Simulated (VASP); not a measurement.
# AlFe (Pm-3m) in VASP: notebook

The runs below take AlFe through single point, with PBE.

Program: VASP 6.6.1. These are calculated values, not measurements. Logs are shortened: lines on timing, memory, paths and dates and some standing lists are left out, and cuts for length are marked.

**1. The cell of the first run**

Symmetry: Pm-3m, No. 221, cubic system. The conventional cell has a = 2.875 Å, b = 2.875 Å, c = 2.875 Å, α = 90.00°, β = 90.00°, γ = 90.00°. Within 3.3 Å of Al (site symmetry m-3m) lie 8 Fe at 2.49 Å and 6 Al at 2.87 Å. Within 3.3 Å of Fe (site symmetry m-3m) lie 8 Al at 2.49 Å and 6 Fe at 2.87 Å.

**2. Single point, PBE, collinear spin, ferromagnetic start**

Contents of INCAR:

```
SYSTEM = AlFe
PREC     = Accurate       ! precision mode
ENCUT    = 520            ! plane-wave cutoff, eV
EDIFF    = 1E-6           ! SCF threshold, eV
ISMEAR   = 0              ! smearing method
SIGMA    = 0.1            ! smearing width, eV
LREAL    = .FALSE.        ! projectors in reciprocal space
LASPH    = .TRUE.         ! aspherical terms in the spheres
NELM     = 150            ! most SCF steps
ALGO     = Normal         ! electronic algorithm
ISIF     = 2              ! what is computed and relaxed
LWAVE    = .FALSE.        ! write WAVECAR
LCHARG   = .FALSE.        ! write CHGCAR
ISPIN    = 2              ! spin polarisation
MAGMOM   = 0 0.83         ! initial moments
LORBIT   = 11             ! projections on sites
LMAXMIX  = 4              ! l up to which the mixer works
GGA      = PE             ! functional
NBANDS   = 16             ! bands
```

Contents of KPOINTS:

```
regular mesh
0
G
  20 20 20
  0 0 0
```

Contents of POSCAR:

```
AlFe
1.0
    2.8745803738      0.0000000000      0.0000000000
    0.0000000000      2.8745803738      0.0000000000
    0.0000000000      0.0000000000      2.8745803738
Al Fe
1 1
Direct
    0.0000000000      0.0000000000      0.0000000000
    0.5000000000      0.5000000000      0.5000000000
```

Potentials or basis: VASP PAW PBE potentials, release 64 (Al, Fe).

On the command line:

```
$ cat potpaw_PBE.64/Al/POTCAR potpaw_PBE.64/Fe/POTCAR > POTCAR
$ mpirun -np 1 vasp_std > vasp.out
```

OUTCAR:

```text
SYSTEM = AlFe
   PREC = Accurate
   ENCUT = 520
   EDIFF = 1E-6
   ISMEAR = 0
   LREAL = .FALSE.
   LASPH = .TRUE.
   NELM = 150
   ISIF = 2
   ISPIN = 2
   LORBIT = 11
   GGA = PE

 ion  position               nearest neighbor table
   1  0.000  0.000  0.000-   2 2.49   2 2.49   2 2.49   2 2.49   2 2.49   2 2.49   2 2.49   2 2.49

   2  0.500  0.500  0.500-   1 2.49   1 2.49   1 2.49   1 2.49   1 2.49   1 2.49   1 2.49   1 2.49

  LATTYP: Found a simple cubic cell.
 ALAT       =     2.8745803738

  Lattice vectors:

 A1 = (   2.8745803738,   0.0000000000,   0.0000000000)
 A2 = (   0.0000000000,   2.8745803738,   0.0000000000)
 A3 = (   0.0000000000,   0.0000000000,   2.8745803738)

Analysis of symmetry for initial positions (statically):
=====================================================================
 Subroutine PRICEL returns:
 Original cell was already a primitive cell.

 Routine SETGRP: Setting up the symmetry group for a
 simple cubic supercell.

 Subroutine GETGRP returns: Found 48 space group operations
 (whereof 48 operations were pure point group operations)
 out of a pool of 48 trial point group operations.

The static configuration has the point symmetry O_h .

Analysis of symmetry for dynamics (positions and initial velocities):
=====================================================================
 Subroutine PRICEL returns:
 Original cell was already a primitive cell.

 Routine SETGRP: Setting up the symmetry group for a
 simple cubic supercell.

 Subroutine GETGRP returns: Found 48 space group operations
 (whereof 48 operations were pure point group operations)
 out of a pool of 48 trial point group operations.

The dynamic configuration has the point symmetry O_h .

Analysis of structural, dynamic, and magnetic symmetry:
=====================================================================
 Subroutine PRICEL returns:
 Original cell was already a primitive cell.

 Routine SETGRP: Setting up the symmetry group for a
 simple cubic supercell.

 Subroutine GETGRP returns: Found 48 space group operations
 (whereof 48 operations were pure point group operations)
 out of a pool of 48 trial point group operations.

The overall configuration has the point symmetry O_h .

 Subroutine INISYM returns: Found 48 space group operations
 (whereof 48 operations are pure point group operations),
 and found     1 'primitive' translations

----------------------------------------------------------------------------------------

                                     Primitive cell

  volume of cell :      23.7533

  direct lattice vectors                    reciprocal lattice vectors
     2.874580374  0.000000000  0.000000000     0.347876862  0.000000000  0.000000000
     0.000000000  2.874580374  0.000000000     0.000000000  0.347876862  0.000000000
     0.000000000  0.000000000  2.874580374     0.000000000  0.000000000  0.347876862

  length of vectors
     2.874580374  2.874580374  2.874580374     0.347876862  0.347876862  0.347876862

  position of ions in fractional coordinates (direct lattice)
     0.000000000  0.000000000  0.000000000
     0.500000000  0.500000000  0.500000000

  ion indices of the primitive-cell ions
   primitive index   ion index
                 1           1
                 2           2

----------------------------------------------------------------------------------------

 KPOINTS: regular mesh

Automatic generation of k-mesh.
 Grid dimensions read from file:
 generate k-points for:   20   20   20

 Generating k-lattice:

  Cartesian coordinates                     Fractional coordinates (reciprocal lattice)
     0.017393843  0.000000000  0.000000000     0.050000000  0.000000000  0.000000000
     0.000000000  0.017393843  0.000000000     0.000000000  0.050000000  0.000000000
     0.000000000  0.000000000  0.017393843     0.000000000  0.000000000  0.050000000

  Length of vectors
     0.017393843  0.017393843  0.017393843

  Shift w.r.t. Gamma in fractional coordinates (k-lattice)
     0.000000000  0.000000000  0.000000000

 Subroutine IBZKPT returns following result:
 ===========================================

 Found    286 irreducible k-points:

 Following reciprocal coordinates:
            Coordinates               Weight
  0.000000  0.000000  0.000000      1.000000
  0.050000  0.000000  0.000000      6.000000
  0.100000  0.000000  0.000000      6.000000
  0.150000  0.000000  0.000000      6.000000
  0.200000  0.000000  0.000000      6.000000
  0.250000  0.000000  0.000000      6.000000
[... 16 lines left out ...]
  0.150000  0.100000  0.000000     24.000000
  0.200000  0.100000  0.000000     24.000000
 [... further k-points ...]
   k-points           NKPTS =    286   k-points in BZ     NKDIM =    286   number of bands    NBANDS=     16
   number of dos      NEDOS =    301   number of ions     NIONS =      2
   total plane-waves  NPLWV =  13824
   dimension x,y,z NGX =    24 NGY =   24 NGZ =   24
   dimension x,y,z NGXF=    48 NGYF=   48 NGZF=   48
   ions per type =               1   1
   NGX,Y,Z   is equivalent  to a cutoff of  13.88, 13.88, 13.88 a.u.
   NGXF,Y,Z  is equivalent  to a cutoff of  27.76, 27.76, 27.76 a.u.
 SYSTEM =  AlFe
   PREC   = accura    normal or accurate (medium, high low for compatibility)
   ISTART =      0    job   : 0-new  1-cont  2-samecut
   ICHARG =      2    charge: 1-file 2-atom 10-const
   ISPIN  =      2    spin polarized calculation?
   LNONCOLLINEAR =      F non collinear calculations
   LSORBIT =      F    spin-orbit coupling
   LASPH  =      T    aspherical Exc in radial PAW
   ENCUT  =  520.0 eV  38.22 Ry    6.18 a.u.   5.34  5.34  5.34*2*pi/ulx,y,z
   NELM   =    150;   NELMIN=  2; NELMDL= -5     # of ELM steps
   EDIFF  = 0.1E-05   stopping-criterion for ELM
   LREAL  =      F    real-space projection
   EDIFFG = 0.1E-04   stopping-criterion for IOM
   NSW    =      0    number of steps for IOM
   IBRION =     -1    ionic relax: 0-MD 1-quasi-New 2-CG
   NFREE  =      0    steps in history (QN), initial steepest desc. (CG)
   ISIF   =      2    stress and relaxation
   ISYM   =      2    0-nonsym 1-usesym 2-fastsym
   POTIM  = 0.5000    time-step for ionic-motion
   TEBEG  =    0.0;   TEEND  =   0.0 temperature during run
   PSTRESS=    0.0 pullay stress
   NELECT =      11.0000    total number of electrons
   NUPDOWN=      -1.0000    fix difference up-down
   EMIN   =  10.00;   EMAX   =-10.00  energy-range for DOS
   EFERMI =   0.00;   METHOD = LEGACY
   ISMEAR =     0;   SIGMA  =   0.10  broadening in eV -4-tet -1-fermi 0-gaus
   EFERMI_NEDOS =   21; number of points for ismear=-14 and -15
   IALGO  =     38    algorithm
   IMIX   =      4    mixing-type and parameters
     AMIX     =   0.40;   BMIX     =  1.00
     AMIX_MAG =   1.60;   BMIX_MAG =  1.00
  volume/ion in A,a.u.               =      11.88        80.15
  Fermi-wavevector in a.u.,A,eV,Ry     =   1.266576  2.393482 21.826668  1.604215
  Thomas-Fermi vector in A             =   2.399770
   LORBIT       =     11    0 simple, 1 ext, 2 COOP (PROOUT), +10 PAW based schemes
   GGA     = PE    functional components
   LHFCALC =     F    Hartree Fock is set to
   AEXX    =    0.0000 exact exchange contribution
   IVDW    =     0    specifies the selected vdW correction
   LEPSILON=     F    determine dielectric tensor
   LRPA    =     F    only Hartree local field effects (RPA)
 spin polarized calculation
 Gauss-broadening in eV      SIGMA  =   0.10
  energy-cutoff  :      520.00
  volume of cell :       23.75
 maximum number of plane-waves:       659
 NGX is ok and might be reduce to    24
   NGX = 11   NGY = 11   NGZ = 11

 number of electron      10.9999994 magnetization       0.6967437

 Free energy of the ion-electron system (eV)
  ---------------------------------------------------
  ext. energy  EPLUGINS =         0.00000000
  ---------------------------------------------------
  free energy    TOTEN  =       -12.65411269 eV

  energy without entropy =      -12.64306845  energy(sigma->0) =      -12.64859057

 E-fermi :   8.0209     XC(G=0): -12.1449

 val. band max:        8.0207803083   @ k =   0.2500   0.1500   0.1500
 cond. band min:       8.0228679204   @ k =   0.2500   0.2000   0.1000
 fundamental gap:      0.0020876122
 Fermi energy:         8.0209415753

 spin component 1

 k-point     1 :       0.0000    0.0000    0.0000
  band No.  band energies     occupation
      1      -2.3931      1.00000
      2       5.5079      1.00000
      3       5.5079      1.00000
      4       7.6306      1.00000
      5       7.6307      1.00000
      6       7.6307      1.00000
[... 8 lines left out ...]
     15      29.7981      0.00000
     16      31.6658      0.00000
[... 419 lines left out ...]
 k-point    24 :       0.2000    0.1000    0.0000
  band No.  band energies     occupation
      1      -1.4690      1.00000
      2       5.3864      1.00000
      3       5.7074      1.00000
      4       7.1293      1.00000
      5       7.2737      1.00000
      6       7.5760      1.00000
[... 8 lines left out ...]
     15      28.3343      0.00000
     16      28.4075      0.00000

 [... further k-points ...]

 spin component 2

 k-point     1 :       0.0000    0.0000    0.0000
  band No.  band energies     occupation
      1      -2.3876      1.00000
      2       5.8765      1.00000
      3       5.8765      1.00000
      4       8.4621      0.00000
      5       8.4621      0.00000
      6       8.4621      0.00000
[... 8 lines left out ...]
     15      29.8409      0.00000
     16      31.6451      0.00000
[... 419 lines left out ...]
 k-point    24 :       0.2000    0.1000    0.0000
  band No.  band energies     occupation
      1      -1.4640      1.00000
      2       5.6760      1.00000
      3       6.0860      1.00000
      4       7.8730      0.98177
      5       8.0536      0.32199
      6       8.3998      0.00000
[... 8 lines left out ...]
     15      28.3664      0.00000
     16      28.4478      0.00000

 [... further k-points ...]

------------------------ aborting loop because EDIFF is reached ----------------------------------------

  FORCE on cell =-STRESS in cart. coord.  units (eV):
  Direction    XX          YY          ZZ          XY          YZ          ZX
  --------------------------------------------------------------------------------------
  -------------------------------------------------------------------------------------
  Total        0.0023784      0.0023784      0.0023784     -0.0000000     -0.0000000      0.0000000
  in kB        0.1604219      0.1604219      0.1604219     -0.0000000     -0.0000000      0.0000000
  external PRESSURE =       0.1604219 kB  Pullay stress =       0.0000000 kB

 VOLUME and BASIS-vectors are now :
 -----------------------------------------------------------------------------
  energy-cutoff  :      520.00
  volume of cell :       23.75
      direct lattice vectors                 reciprocal lattice vectors
     2.874580374  0.000000000  0.000000000     0.347876862  0.000000000  0.000000000
     0.000000000  2.874580374  0.000000000     0.000000000  0.347876862  0.000000000
     0.000000000  0.000000000  2.874580374     0.000000000  0.000000000  0.347876862

 POSITION                                       TOTAL-FORCE (eV/Angst)
 -----------------------------------------------------------------------------------
      0.00000      0.00000      0.00000         0.000000      0.000000      0.000000
      1.43729      1.43729      1.43729         0.000000      0.000000      0.000000
 -----------------------------------------------------------------------------------
    total drift:                                0.000000     -0.000000     -0.000000

  FREE ENERGIE OF THE ION-ELECTRON SYSTEM (eV)
  ---------------------------------------------------
  free  energy   TOTEN  =       -12.6541126867 eV

  energy  without entropy=      -12.6430684487  energy(sigma->0) =      -12.64859057

 total charge

# of ion       s       p       d       tot
------------------------------------------
    1        0.400   0.436   0.000   0.836
    2        0.431   0.502   6.483   7.416
--------------------------------------------------
tot          0.831   0.938   6.483   8.252

 magnetization (x)

# of ion       s       p       d       tot
------------------------------------------
    1       -0.008  -0.016   0.000  -0.024
    2       -0.000   0.008   0.730   0.738
--------------------------------------------------
tot         -0.008  -0.008   0.730   0.714
```

Run time: 2.1 min. Hardware: 1 thread of AMD EPYC 7R13 (Zen 3), shared host; peak memory 0.25 GiB.

What came out:

```yaml
Free_energy: -12.6541 eV
Pressure: 0.0 GPa
Net_moment: 0.70 μB per cell
Site_moments: Al -0.02; Fe +0.74 μB
Valence_electrons_inside_the_program's_atomic_spheres: Al 0.84; Fe 7.42
```

Levels at points of the mesh, in eV from the Fermi level:
Spin up:
| k point | band 3 | band 4 | band 5 | band 6 | band 7 | band 8 | band 9 | band 10 |
| --- | --- | --- | --- | --- | --- | --- | --- | --- |
| (0.00, 0.00, 0.00) | -2.51 | -0.39 | -0.39 | -0.39 | 6.35 | 6.35 | 6.35 | 9.31 |
| (0.50, 0.00, 0.00) | -1.89 | -1.33 | -1.33 | -0.27 | 0.89 | 8.72 | 11.05 | 11.05 |
| (0.50, 0.50, 0.00) | -2.12 | -2.12 | -1.10 | -1.10 | 0.44 | 3.23 | 4.02 | 12.83 |
| (0.50, 0.50, 0.50) | -3.62 | 0.48 | 0.48 | 2.96 | 2.96 | 2.96 | 4.27 | 5.91 |
Spin down:
```
           k point  band 3  band 4  band 5  band 6  band 7  band 8
(0.00, 0.00, 0.00)   -2.14    0.44    0.44    0.44    6.38    6.38
(0.50, 0.00, 0.00)   -1.46   -0.61   -0.61    0.58    1.39    8.61
(0.50, 0.50, 0.00)   -2.13   -2.13   -0.34   -0.34    0.99    3.58
(0.50, 0.50, 0.50)   -3.22    1.03    1.03    3.03    3.03    3.03
```

**3. Single point, PBE, collinear spin, ferromagnetic start**

Contents of INCAR:

```
  PREC = Accurate
  ENCUT = 520
  EDIFF = 1E-6
  ISMEAR = 0
  SIGMA = 0.1
  LREAL = F
  LASPH = T
  NELM = 150
  ALGO = Normal
  ISIF = 2
  LWAVE = F
  LCHARG = F
  ISPIN = 2
  MAGMOM = 0 0.82
  LORBIT = 11
  LMAXMIX = 4
  GGA = PE
  NBANDS = 16
```

Contents of KPOINTS:

```
Automatic mesh
0
Gamma
  20 20 20
```

Contents of POSCAR:

```
AlFe
1.0
    2.8747083341      0.0000000000      0.0000000000
    0.0000000000      2.8747083341      0.0000000000
    0.0000000000      0.0000000000      2.8747083341
Al Fe
1 1
Direct
    0.5000000000      0.5000000000      0.5000000000
    0.0000000000      0.0000000000      0.0000000000
```

Potentials or basis: VASP PAW PBE potentials, release 64 (Al, Fe).

On the command line:

```
$ cat potpaw_PBE.64/Al/POTCAR potpaw_PBE.64/Fe/POTCAR > POTCAR
$ mpirun -np 1 vasp_std > vasp.out
```

Wall time 2.3 min (1 thread of Intel Xeon Platinum 8375C at 2.90GHz (Ice Lake), shared host); peak memory 0.28 GiB.

It converged, with:

* Free energy: -12.6541 eV
* Pressure: 0.0 GPa
* Net moment: 0.70 μB per cell
* Site moments: Al -0.02; Fe +0.74 μB
* Valence electrons inside the program's atomic spheres: Al 0.84; Fe 7.42

Levels at points of the mesh, in eV from the Fermi level:
Spin up:
```csv
k point,band 4,band 5,band 6,band 7,band 8,band 9
"(0.00, 0.00, 0.00)",-0.39,-0.39,-0.39,6.35,6.35,6.35
"(0.50, 0.00, 0.00)",-1.33,-1.33,-0.27,0.89,8.72,11.05
"(0.50, 0.50, 0.00)",-2.12,-1.10,-1.10,0.44,3.23,4.02
"(0.50, 0.50, 0.50)",0.48,0.48,2.96,2.96,2.96,4.27
```
Spin down:
```
           k point  band 2  band 3  band 4  band 5  band 6  band 7  band 8  band 9
(0.00, 0.00, 0.00)   -2.14   -2.14    0.44    0.44    0.44    6.38    6.38    6.38
(0.50, 0.00, 0.00)   -5.95   -1.46   -0.61   -0.61    0.58    1.39    8.61   11.13
(0.50, 0.50, 0.00)   -2.23   -2.13   -2.13   -0.34   -0.34    0.99    3.58    4.56
(0.50, 0.50, 0.50)   -3.22   -3.22    1.03    1.03    3.03    3.03    3.03    4.19
```
